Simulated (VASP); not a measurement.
B3C: single point with PBE

Crystal: B3C.

```xyz
4
Lattice="-2.1105 2.1105 2.1105 2.1105 -2.1105 2.1105 2.1105 2.1105 -2.1105" Properties=species:S:1:pos:R:3 pbc="T T T"
B     2.1105    0.0000    0.0000
B     0.0000    2.1105    0.0000
B     0.0000    0.0000    2.1105
C     0.0000    0.0000    0.0000
```

* Program: VASP 6.6.1
* Task: single point
* Functional: PBE
* Potentials or basis: VASP PAW PBE potentials, release 64 (B, C)
* Cutoff: 520 eV
* k mesh: 6 × 6 × 6
* Occupations: gaussian, width 0.1 eV
* Spin: no spin polarisation
* Dipole correction: no
* Further INCAR settings: ALGO = Normal; EDIFF = 1e-07; NBANDS = 14

```json
{"Pressure": "-46.6 GPa"}
```

Levels at points of the mesh, in eV from the Fermi level:
```csv
k point,band 4,band 5,band 6,band 7,band 8,band 9
"(0.00, 0.00, 0.00)",-2.37,-2.37,-1.31,-1.31,-1.31,1.56
"(0.50, 0.00, 0.00)",-3.45,-3.34,-2.48,1.24,2.57,3.37
"(0.50, 0.50, 0.50)",-6.17,-5.84,-5.84,1.66,1.66,1.66
```

Run time: 4 s on 1 thread of Intel(R) Xeon(R) 6975P-C (Granite Rapids), with other jobs on the host, peak memory 0.14 GiB.
